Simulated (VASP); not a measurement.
Write the native input for VASP 6.6.1 that does the following.

```yaml
Task: single point
Functional: PBEsol
Potentials_or_basis: VASP PAW PBE potentials, release 64 (Al)
Cutoff: 520 eV
k_mesh: 11 × 11 × 11
Occupations: fermi-dirac, width 0.05 eV
Spin: no spin polarisation
Dipole_correction: no
Further_INCAR_settings: ALGO = Normal; EDIFF = 1e-06; NBANDS = 8
```

The structure of Al lies in POSCAR:

```
Al
1.0
    0.0000000000      1.8642555865      1.8642555865
    1.8642555865      0.0000000000      1.8642555865
    1.8642555865      1.8642555865      0.0000000000
Al
1
Direct
    0.0000000000      0.0000000000      0.0000000000
```

The input as run:

INCAR

```
SYSTEM = Al
PREC = Accurate
ENCUT = 520
EDIFF = 1E-6
ISMEAR = -1
SIGMA = 0.05
LREAL = .False.
LASPH = .True.
NELM = 100
ALGO = Normal
ISIF = 2
LWAVE = .False.
LCHARG = .False.
GGA = PS
NBANDS = 8
```

KPOINTS

```
Automatic mesh
0
Gamma
  11 11 11
  0 0 0
```

Potentials or basis: VASP PAW PBE potentials, release 64 (Al).

Launch:

```console
$ cat potpaw_PBE.64/Al/POTCAR > POTCAR
$ mpirun -np 1 vasp_std > vasp.out
```

It gave:

* Pressure: 30.2 GPa

Caveat: the PAW data sets were made with another functional, which shifts forces and pressure a little.

Wall time 9.1 s on 1 thread of AMD EPYC 7R13, on a shared host, peak memory 0.09 GiB.
